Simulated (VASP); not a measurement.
HfB, 2 atoms in the cell. The structure is cubic, space group Fm-3m (No. 225). The conventional cell has a = 4.831 Å, b = 4.831 Å, c = 4.831 Å, α = 90.00°, β = 90.00°, γ = 90.00°. Within 3.2 Å of Hf (site symmetry m-3m) lie 6 B at 2.42 Å. B (site symmetry m-3m) has 6 Hf at 2.42 Å within 3.2 Å. 

```yaml
Program: VASP 6.6.1
Task: single point
Functional: HSE06
Potentials_or_basis: VASP PAW PBE potentials, release 64 (Hf_pv, B)
Cutoff: 520 eV
k_mesh: 5 × 5 × 5
Occupations: fermi-dirac, width 0.05 eV
Spin: no spin polarisation
Dipole_correction: no
Grid_for_exact_exchange_PRECFOCK: Normal
Further_INCAR_settings: ALGO = Normal; EDIFF = 1e-06; NBANDS = 14
Screening_parameter: 0.2079 1/Å
```

Potentials or basis: VASP PAW PBE potentials, release 64 (Hf_pv, B).

The run is started by

```bash
$ cat potpaw_PBE.64/Hf_pv/POTCAR potpaw_PBE.64/B/POTCAR > POTCAR
$ cp INCAR.step1 INCAR
$ mpirun -np 1 vasp_std > vasp.out
$ cp INCAR.step2 INCAR
$ mpirun -np 1 vasp_std > vasp.out
```

Hardware: 1 thread of AMD EPYC 7R13 Processor (Zen 3) (shared host).

Problem. How long does it take, and how much memory?

Solution. Run time: 5.6 min on 1 thread of AMD EPYC 7R13 Processor (Zen 3) (shared host), peak memory 0.23 GiB. Counts: k points 10.
